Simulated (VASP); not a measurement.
# Cd (P6_3/mmc) in VASP: further runs

Cd is run at these levels: LDA; tasks: single point, relaxation of cell and atoms.

Program: VASP 6.6.1. These are calculated values, not measurements. Logs are shortened: lines on timing, memory, paths and dates and some standing lists are left out, and cuts for length are marked.

## 1. The cell of the first run

Symmetry: P6_3/mmc, No. 194, hexagonal system. The conventional cell has a = 2.892 Å, b = 2.892 Å, c = 5.564 Å, α = 90.00°, β = 90.00°, γ = 120.00°. Cd (site symmetry -6m2) has 12 Cd at 2.89 to 3.24 Å within 3.8 Å.

## 2. Single point, LDA

The input, INCAR:

```
PREC = Accurate ; ENCUT = 520
EDIFF = 1E-6 ; ISMEAR = -1
SIGMA = 0.05 ; LREAL = False
LASPH = True ; NELM = 80
ALGO = Normal ; ISIF = 2
LWAVE = False ; LCHARG = False
GGA = CA ; NBANDS = 19
```

The input, KPOINTS:

```
regular mesh
0
Gamma
  7 7 3
```

The input, POSCAR:

```
Cd
1.0
    2.8919652310      0.0000000000      0.0000000000
   -1.4459826155      2.5045153569      0.0000000000
    0.0000000000      0.0000000000      5.5635011566
Cd
2
Direct
    0.3333333333      0.6666666667      0.2500000000
    0.6666666667      0.3333333333      0.7500000000
```

Potentials or basis: VASP PAW LDA potentials, release 64 (Cd).

Command:

```console
$ cat potpaw_LDA.64/Cd/POTCAR > POTCAR
$ mpirun -np 1 vasp_std > vasp.out
```

OUTCAR:

```text
PREC = Accurate
   ENCUT = 520
   EDIFF = 1E-6
   ISMEAR = -1
   LREAL = False
   LASPH = True
   NELM = 80
   ISIF = 2
   GGA = CA

 ion  position               nearest neighbor table
   1  0.333  0.667  0.250-   2 3.24   2 3.24   2 3.24   2 3.24   2 3.24   2 3.24
   2  0.667  0.333  0.750-   1 3.24   1 3.24   1 3.24   1 3.24   1 3.24   1 3.24

  LATTYP: Found a hexagonal cell.
 ALAT       =     2.8919652310
 C/A-ratio  =     1.9237787152

  Lattice vectors:

 A1 = (   2.8919652310,   0.0000000000,   0.0000000000)
 A2 = (  -1.4459826155,   2.5045153569,   0.0000000000)
 A3 = (   0.0000000000,   0.0000000000,   5.5635011566)

Analysis of symmetry for initial positions (statically):
=====================================================================
 Subroutine PRICEL returns:
 Original cell was already a primitive cell.

 Routine SETGRP: Setting up the symmetry group for a
 hexagonal supercell.

 Subroutine GETGRP returns: Found 24 space group operations
 (whereof 12 operations were pure point group operations)
 out of a pool of 24 trial point group operations.

The static configuration has the point symmetry D_3d.
 The point group associated with its full space group is D_6h.

Analysis of symmetry for dynamics (positions and initial velocities):
=====================================================================
 Subroutine PRICEL returns:
 Original cell was already a primitive cell.

 Routine SETGRP: Setting up the symmetry group for a
 hexagonal supercell.

 Subroutine GETGRP returns: Found 24 space group operations
 (whereof 12 operations were pure point group operations)
 out of a pool of 24 trial point group operations.

The dynamic configuration has the point symmetry D_3d.
 The point group associated with its full space group is D_6h.

 Subroutine INISYM returns: Found 24 space group operations
 (whereof 12 operations are pure point group operations),
 and found     1 'primitive' translations

----------------------------------------------------------------------------------------

                                     Primitive cell

  volume of cell :      40.2963

  direct lattice vectors                    reciprocal lattice vectors
     2.891965231  0.000000000  0.000000000     0.345785623  0.199639423  0.000000000
    -1.445982615  2.504515357  0.000000000     0.000000000  0.399278845  0.000000000
     0.000000000  0.000000000  5.563501157     0.000000000  0.000000000  0.179742930

  length of vectors
     2.891965231  2.891965231  5.563501157     0.399278845  0.399278845  0.179742930

  position of ions in fractional coordinates (direct lattice)
     0.333333333  0.666666667  0.250000000
     0.666666667  0.333333333  0.750000000

  ion indices of the primitive-cell ions
   primitive index   ion index
                 1           1
                 2           2

----------------------------------------------------------------------------------------

 KPOINTS: regular mesh

Automatic generation of k-mesh.
 Grid dimensions read from file:
 generate k-points for:    7    7    3

 Generating k-lattice:

  Cartesian coordinates                     Fractional coordinates (reciprocal lattice)
     0.049397946  0.028519918  0.000000000     0.142857143  0.000000000  0.000000000
     0.000000000  0.057039835  0.000000000     0.000000000  0.142857143  0.000000000
     0.000000000  0.000000000  0.059914310     0.000000000  0.000000000  0.333333333

  Length of vectors
     0.057039835  0.057039835  0.059914310

  Shift w.r.t. Gamma in fractional coordinates (k-lattice)
     0.000000000  0.000000000  0.000000000

 Subroutine IBZKPT returns following result:
 ===========================================

 Found     16 irreducible k-points:

 Following reciprocal coordinates:
            Coordinates               Weight
  0.000000  0.000000  0.000000      1.000000
  0.142857  0.000000  0.000000      6.000000
  0.285714  0.000000  0.000000      6.000000
  0.428571  0.000000  0.000000      6.000000
  0.142857  0.142857  0.000000      6.000000
  0.285714  0.142857  0.000000     12.000000
[... 8 lines left out ...]
  0.428571  0.142857  0.333333     12.000000
  0.285714  0.285714  0.333333     12.000000
   k-points           NKPTS =     16   k-points in BZ     NKDIM =     16   number of bands    NBANDS=     19
   number of dos      NEDOS =    301   number of ions     NIONS =      2
   total plane-waves  NPLWV =  24192
   dimension x,y,z NGX =    24 NGY =   24 NGZ =   42
   dimension x,y,z NGXF=    48 NGYF=   48 NGZF=   84
   ions per type =               2
   NGX,Y,Z   is equivalent  to a cutoff of  13.80, 13.80, 12.55 a.u.
   NGXF,Y,Z  is equivalent  to a cutoff of  27.59, 27.59, 25.10 a.u.
 SYSTEM =  unknown system
   PREC   = accura    normal or accurate (medium, high low for compatibility)
   ISTART =      0    job   : 0-new  1-cont  2-samecut
   ICHARG =      2    charge: 1-file 2-atom 10-const
   ISPIN  =      1    spin polarized calculation?
   LNONCOLLINEAR =      F non collinear calculations
   LSORBIT =      F    spin-orbit coupling
   LASPH  =      T    aspherical Exc in radial PAW
   ENCUT  =  520.0 eV  38.22 Ry    6.18 a.u.   5.38  5.38 10.34*2*pi/ulx,y,z
   NELM   =     80;   NELMIN=  2; NELMDL= -5     # of ELM steps
   EDIFF  = 0.1E-05   stopping-criterion for ELM
   LREAL  =      F    real-space projection
   EDIFFG = 0.1E-04   stopping-criterion for IOM
   NSW    =      0    number of steps for IOM
   IBRION =     -1    ionic relax: 0-MD 1-quasi-New 2-CG
   NFREE  =      0    steps in history (QN), initial steepest desc. (CG)
   ISIF   =      2    stress and relaxation
   ISYM   =      2    0-nonsym 1-usesym 2-fastsym
   POTIM  = 0.5000    time-step for ionic-motion
   TEBEG  =    0.0;   TEEND  =   0.0 temperature during run
   PSTRESS=    0.0 pullay stress
   NELECT =      24.0000    total number of electrons
   NUPDOWN=      -1.0000    fix difference up-down
   EMIN   =  10.00;   EMAX   =-10.00  energy-range for DOS
   EFERMI =   0.00;   METHOD = LEGACY
   ISMEAR =    -1;   SIGMA  =   0.05  broadening in eV -4-tet -1-fermi 0-gaus
   EFERMI_NEDOS =   21; number of points for ismear=-14 and -15
   IALGO  =     38    algorithm
   IMIX   =      4    mixing-type and parameters
     AMIX     =   0.40;   BMIX     =  1.00
     AMIX_MAG =   1.60;   BMIX_MAG =  1.00
  volume/ion in A,a.u.               =      20.15       135.97
  Fermi-wavevector in a.u.,A,eV,Ry     =   1.377390  2.602890 25.813017  1.897203
  Thomas-Fermi vector in A             =   2.502548
   LORBIT       =      0    0 simple, 1 ext, 2 COOP (PROOUT), +10 PAW based schemes
   GGA     = CA    functional components
   LHFCALC =     F    Hartree Fock is set to
   AEXX    =    0.0000 exact exchange contribution
   IVDW    =     0    specifies the selected vdW correction
   LEPSILON=     F    determine dielectric tensor
   LRPA    =     F    only Hartree local field effects (RPA)
 non-spin polarized calculation
  energy-cutoff  :      520.00
  volume of cell :       40.30
 maximum number of plane-waves:      1101
 NGX is ok and might be reduce to    24
   NGX = 11   NGY = 11   NGZ = 21

 number of electron      24.0000011 magnetization

 Free energy of the ion-electron system (eV)
  ---------------------------------------------------
  ext. energy  EPLUGINS =         0.00000000
  ---------------------------------------------------
  free energy    TOTEN  =        -3.09992433 eV

  energy without entropy =       -3.09738844  energy(sigma->0) =       -3.09865638

 E-fermi :   3.0872     XC(G=0): -11.7340

 val. band max:        2.9887854703   @ k =   0.4286   0.0000   0.0000
 cond. band min:       3.4171466575   @ k =   0.2857   0.2857   0.3333
 fundamental gap:      0.4283611872
 Fermi energy:         3.0872047474

 k-point     1 :       0.0000    0.0000    0.0000
  band No.  band energies     occupation
      1      -6.9612      2.00000
      2      -6.7072      2.00000
      3      -6.1653      2.00000
      4      -6.1653      2.00000
      5      -6.1104      2.00000
      6      -6.1104      2.00000
[... 11 lines left out ...]
     18      19.1467      0.00000
     19      19.5736      0.00000

 k-point     2 :       0.1429    0.0000    0.0000
  band No.  band energies     occupation
      1      -6.7491      2.00000
      2      -6.4825      2.00000
      3      -6.2661      2.00000
      4      -6.1491      2.00000
      5      -5.9474      2.00000
      6      -5.8993      2.00000
[... 11 lines left out ...]
     18      18.1631      0.00000
     19      18.7412      0.00000

 k-point     3 :       0.2857    0.0000    0.0000
  band No.  band energies     occupation
      1      -6.8358      2.00000
      2      -6.6205      2.00000
      3      -6.2533      2.00000
      4      -6.0530      2.00000
      5      -5.8587      2.00000
      6      -5.7709      2.00000
[... 11 lines left out ...]
     18      16.8031      0.00000
     19      17.2669      0.00000

 k-point     4 :       0.4286    0.0000    0.0000
  band No.  band energies     occupation
      1      -7.0659      2.00000
      2      -6.8618      2.00000
      3      -6.6115      2.00000
      4      -6.0868      2.00000
      5      -5.8170      2.00000
      6      -5.7852      2.00000
[... 11 lines left out ...]
     18      16.9656      0.00000
     19      16.9686      0.00000

 k-point     5 :       0.1429    0.1429    0.0000
  band No.  band energies     occupation
      1      -6.4926      2.00000
      2      -6.4544      2.00000
      3      -6.2461      2.00000
      4      -6.1479      2.00000
      5      -6.0508      2.00000
      6      -5.8834      2.00000
[... 11 lines left out ...]
     18      16.3321      0.00000
     19      16.5732      0.00000
[... 158 lines left out ...]
      2      -6.4014      2.00000
      3      -6.3104      2.00000
      4      -6.2908      2.00000
      5      -6.0100      2.00000
      6      -6.0053      2.00000
[... 11 lines left out ...]
     18      13.8680      0.00000
     19      19.8959      0.00000

 k-point    14 :       0.2857    0.1429    0.3333
  band No.  band energies     occupation
      1      -6.6807      2.00000
      2      -6.5985      2.00000
      3      -6.4411      2.00000
      4      -6.3293      2.00000
      5      -5.8627      2.00000
      6      -5.6895      2.00000
[... 11 lines left out ...]
     18      12.5412      0.00000
     19      16.2538      0.00000

 k-point    15 :       0.4286    0.1429    0.3333
  band No.  band energies     occupation
      1      -6.7919      2.00000
      2      -6.7246      2.00000
      3      -6.5521      2.00000
      4      -6.3919      2.00000
      5      -5.8820      2.00000
      6      -5.5712      2.00000
[... 11 lines left out ...]
     18      11.7385      0.00000
     19      16.6875      0.00000

 k-point    16 :       0.2857    0.2857    0.3333
  band No.  band energies     occupation
      1      -6.4618      2.00000
      2      -6.3442      2.00000
      3      -6.2858      2.00000
      4      -6.1536      2.00000
      5      -6.1336      2.00000
      6      -5.8080      2.00000
[... 11 lines left out ...]
     18      13.0979      0.00000
     19      14.5746      0.00000

------------------------ aborting loop because EDIFF is reached ----------------------------------------

  FORCE on cell =-STRESS in cart. coord.  units (eV):
  Direction    XX          YY          ZZ          XY          YZ          ZX
  --------------------------------------------------------------------------------------
  -------------------------------------------------------------------------------------
  Total        0.2201690      0.2201690      0.0904265      0.0000000      0.0000000     -0.0000000
  in kB        8.7539030      8.7539030      3.5953531      0.0000000      0.0000000     -0.0000000
  external PRESSURE =       7.0343864 kB  Pullay stress =       0.0000000 kB

 VOLUME and BASIS-vectors are now :
 -----------------------------------------------------------------------------
  energy-cutoff  :      520.00
  volume of cell :       40.30
      direct lattice vectors                 reciprocal lattice vectors
     2.891965231  0.000000000  0.000000000     0.345785623  0.199639423  0.000000000
    -1.445982615  2.504515357  0.000000000     0.000000000  0.399278845  0.000000000
     0.000000000  0.000000000  5.563501157     0.000000000  0.000000000  0.179742930

 POSITION                                       TOTAL-FORCE (eV/Angst)
 -----------------------------------------------------------------------------------
     -0.00000      1.66968      1.39088         0.000000     -0.000000      0.000000
      1.44598      0.83484      4.17263        -0.000000      0.000000      0.000000
 -----------------------------------------------------------------------------------
    total drift:                               -0.000000      0.000000      0.000000

  FREE ENERGIE OF THE ION-ELECTRON SYSTEM (eV)
  ---------------------------------------------------
  free  energy   TOTEN  =        -3.0999243293 eV

  energy  without entropy=       -3.0973884396  energy(sigma->0) =       -3.09865638
```

It took 4.9 s on 1 thread of Intel Xeon Platinum 8488C (Sapphire Rapids), shared host; peak memory 0.14 GiB.

Results:

```
Free energy            : -3.0999 eV
Pressure               : 0.7 GPa
Band gap on the k mesh : zero (band 12 reaches 4.76 eV, above the bottom of band 13 at 0.02 eV)
```

Caveat: the k points lie up to 0.38 Å⁻¹ apart.

## 3. Relaxation of cell and atoms, LDA

This run uses another cell than the first one, of 21.59 Å³/atom, 1.071 times its volume.

The input, INCAR:

```
SYSTEM = Cd
PREC     = Accurate       ! precision mode
ENCUT    = 600            ! plane-wave cutoff, eV
EDIFF    = 1E-6           ! SCF threshold, eV
ISMEAR   = -1             ! smearing method
SIGMA    = 0.05           ! smearing width, eV
LREAL    = .FALSE.        ! projectors in reciprocal space
LASPH    = .TRUE.         ! aspherical terms in the spheres
NELM     = 80             ! most SCF steps
ALGO     = Normal         ! electronic algorithm
ISIF     = 3              ! what is computed and relaxed
LWAVE    = .FALSE.        ! write WAVECAR
LCHARG   = .FALSE.        ! write CHGCAR
GGA      = CA             ! functional
IBRION   = 2              ! ionic algorithm
NSW      = 80             ! ionic steps
EDIFFG   = -0.02          ! ionic threshold
```

The input, KPOINTS:

```
regular mesh
0
G
  7 7 3
  0 0 0
```

The input, POSCAR:

```
Cd
1.0
    2.9788700000      0.0000000000      0.0000000000
   -1.4894350000      2.5797770000      0.0000000000
    0.0000000000      0.0000000000      5.6176500000
Cd
2
Direct
    0.3333333333      0.6666666667      0.2500000000
    0.6666666667      0.3333333333      0.7500000000
```

Potentials or basis: VASP PAW LDA potentials, release 64 (Cd).

Command:

```console
$ cat potpaw_LDA.64/Cd/POTCAR > POTCAR
$ mpirun -np 1 vasp_std > vasp.out
```

OUTCAR:

```text
SYSTEM = Cd
   PREC = Accurate
   ENCUT = 600
   EDIFF = 1E-6
   ISMEAR = -1
   LREAL = .FALSE.
   LASPH = .TRUE.
   NELM = 80
   ISIF = 3
   GGA = CA
   IBRION = 2
   NSW = 80
   EDIFFG = -0.02

 ion  position               nearest neighbor table
   1  0.333  0.667  0.250-   2 3.29   2 3.29   2 3.29   2 3.29   2 3.29   2 3.29
   2  0.667  0.333  0.750-   1 3.29   1 3.29   1 3.29   1 3.29   1 3.29   1 3.29

  LATTYP: Found a hexagonal cell.
 ALAT       =     2.9788700000
 C/A-ratio  =     1.8858325472

  Lattice vectors:

 A1 = (   2.9788700000,   0.0000000000,   0.0000000000)
 A2 = (  -1.4894350000,   2.5797770000,   0.0000000000)
 A3 = (   0.0000000000,   0.0000000000,   5.6176500000)

Analysis of symmetry for initial positions (statically):
[... 174 lines left out ...]
  -------------------------------------------------------------------------------------
  Total       -1.3910295     -1.3910294     -0.5669820      0.0000000      0.0000000      0.0000000
  in kB      -51.6248163    -51.6248125    -21.0422151      0.0000000      0.0000000      0.0000000
  external PRESSURE =     -41.4306147 kB  Pullay stress =       0.0000000 kB
[... 59 lines left out ...]
--------------------------------------- Ionic step        3  -------------------------------------------

 number of electron      24.0000004 magnetization

 Free energy of the ion-electron system (eV)
  ---------------------------------------------------
  ext. energy  EPLUGINS =         0.00000000
  ---------------------------------------------------
  free energy    TOTEN  =        -3.10195312 eV

  energy without entropy =       -3.09926417  energy(sigma->0) =       -3.10060864

 E-fermi :   3.0513     XC(G=0): -11.7028

 val. band max:        2.9453138355   @ k =   0.4286   0.0000   0.0000
 cond. band min:       3.3619187295   @ k =   0.2857   0.2857   0.3333
 fundamental gap:      0.4166048939
 Fermi energy:         3.0513115551

 k-point     1 :       0.0000    0.0000    0.0000
  band No.  band energies     occupation
      1      -6.9702      2.00000
      2      -6.7091      2.00000
      3      -6.1916      2.00000
      4      -6.1916      2.00000
      5      -6.1362      2.00000
      6      -6.1362      2.00000
[... 322 lines left out ...]
  FREE ENERGIE OF THE ION-ELECTRON SYSTEM (eV)
  ---------------------------------------------------
  free  energy   TOTEN  =        -3.1019531195 eV

  energy  without entropy=       -3.0992641703  energy(sigma->0) =       -3.10060864

 reached required accuracy - stopping structural energy minimisation
```

OSZICAR:

```text
N       E                     dE             d eps       ncg     rms          rms(c)
DAV:   1     0.187265781485E+03    0.18727E+03   -0.14573E+04   512   0.169E+03
DAV:   2     0.717755868366E+00   -0.18655E+03   -0.18062E+03   520   0.398E+02
DAV:   3    -0.320924048152E+01   -0.39270E+01   -0.39228E+01   632   0.685E+01
[... 22 lines left out ...]
DAV:   3    -0.310396815024E+01    0.74987E-02   -0.13403E-02   592   0.143E+00    0.669E-01
DAV:   4    -0.310195955983E+01    0.20086E-02   -0.16439E-03   520   0.356E-01    0.749E-02
DAV:   5    -0.310194934569E+01    0.10214E-04   -0.99361E-05   544   0.112E-01    0.352E-02
DAV:   6    -0.310195337353E+01   -0.40278E-05   -0.14068E-05   624   0.459E-02    0.142E-02
DAV:   7    -0.310195311954E+01    0.25399E-06   -0.23817E-06   352   0.210E-02
   3 F= -.31019531E+01 E0= -.31006086E+01  d E =-.412970E-01
```

Run time: 13 s. Hardware: 1 thread of Intel Xeon Platinum 8488C (Sapphire Rapids), shared host; peak memory 0.15 GiB.

What came out:

```yaml
Free_energy: -3.1020 eV
Relaxed_volume: 20.27 Å³/atom
Relaxed_cell: a = 2.902 Å, b = 2.902 Å, c = 5.559 Å, α = 90.00°, β = 90.00°, γ = 120.00°
Space_group_after_relaxing_to_0.05_Å: P6_3/mmc (No. 194)
Energy_gained_by_relaxing: 20.6 meV/atom
Ionic_steps: 3
Pressure_after_relaxing: 0.0 GPa
Band_gap_on_the_k_mesh: zero (band 12 reaches 4.67 eV, above the bottom of band 13 at 0.01 eV)
```

The path:
```csv
step,energy change (eV),largest force (eV/Å),pressure (GPa),volume (Å³)
1,0.0000,0.0000,-4.14,43.17
2,-0.0369,0.0000,1.66,39.77
3,-0.0413,0.0000,0.04,40.54
```

Final structure:
```
Cd
1.0
     2.90192    0.00000    0.00000
    -1.45096    2.51314    0.00000
     0.00000    0.00000    5.55850
Cd
2
Direct
  0.33333 0.66667 0.25000
  0.66667 0.33333 0.75000
```

Caveat: the k points lie up to 0.38 Å⁻¹ apart in the final cell.
